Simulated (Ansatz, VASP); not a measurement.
**LiNbO3 in VASP and in Ansatz**

File INCAR:

```
SYSTEM = LiNbO3
ALGO = Normal ; EDIFF = 1E-6
EDIFFG = -0.005 ; ENCUT = 600
GGA = PE ; IBRION = 2
ISIF = 3 ; ISMEAR = 0
LASPH = .True. ; LCHARG = .False.
LREAL = .False. ; LWAVE = .False.
NELM = 80 ; NSW = 80
PREC = Accurate ; SIGMA = 0.01
```

The input KPOINTS:

```
k-points
0
Gamma
  7 7 7
  0 0 0
```

File POSCAR:

```
LiNbO3
1.0
    2.5758000000      1.4871388000      4.6230000000
   -2.5758000000      1.4871388000      4.6230000000
    0.0000000000     -2.9742776000      4.6230000000
Li Nb O
2 2 6
Direct
    0.7185000000      0.7185000000      0.7185000000
    0.2185000000      0.2185000000      0.2185000000
    0.9999450000      0.9999450000      0.9999450000
    0.4999450000      0.4999450000      0.4999450000
    0.2804100000      0.6416400000      0.8876900000
    0.6416400000      0.8876900000      0.2804100000
    0.8876900000      0.2804100000      0.6416400000
    0.3876900000      0.1416400000      0.7804100000
    0.7804100000      0.3876900000      0.1416400000
    0.1416400000      0.7804100000      0.3876900000
```

Input for Ansatz:

```yaml
crystal:
  lattice:
    - [2.5758, 1.4871388, 4.623]
    - [-2.5758, 1.4871388, 4.623]
    - [0.0, -2.9742776, 4.623]
  atoms:
    - { symbol: Li, position: [0.7185, 0.7185, 0.7185] }
    - { symbol: Li, position: [0.2185, 0.2185, 0.2185] }
    - { symbol: Nb, position: [0.999945, 0.999945, 0.999945] }
    - { symbol: Nb, position: [0.499945, 0.499945, 0.499945] }
    - { symbol: O, position: [0.28041, 0.64164, 0.88769] }
    - { symbol: O, position: [0.64164, 0.88769, 0.28041] }
    - { symbol: O, position: [0.88769, 0.28041, 0.64164] }
    - { symbol: O, position: [0.38769, 0.14164, 0.78041] }
    - { symbol: O, position: [0.78041, 0.38769, 0.14164] }
    - { symbol: O, position: [0.14164, 0.78041, 0.38769] }
basis:
  ecutwfc: 420
  xc_grid: 2
hamiltonian:
  xc: pbe
  pseudopotentials: { kind: paw, azcp: { folder: soft_1 } }
kpoints:
  mp_grid: { grid: [7, 7, 7] }
scf:
  occupations: { method: fixed }
  max_iter: 100
relax:
  f_tol: 0.005
  max_steps: 60
  cell: {}
output:
  forces: true
  stress: true
checkpoint:
  write: "../cell.run"
  compress: false
  write_wavefunctions: false
  write_every: 100000
```

Alike in both runs: task relaxation of cell and atoms; functional PBE; k mesh 7 × 7 × 7; no spin polarisation.

```csv
,VASP,Ansatz
version,VASP 6.6.1,Ansatz 0.2.0
potentials or method,"VASP PAW PBE potentials, release 64 (Li_sv, Nb_sv, O), cutoff 600 eV",plane-wave PAW DFT
occupations,"gaussian, width 0.01 eV",fixed
valence electrons in the cell,68,68
```

Ansatz gave:

- relaxed volume (Å³/atom): 10.90
- relaxed cell length with the largest relative difference (Å): 5.551

What did VASP give for the same quantities?

Relaxed volume (Å³/atom): 10.85; relaxed cell length with the largest relative difference (Å): 5.542.

Noted on VASP's run: the cutoff is short for stress, so the pressure is rough.
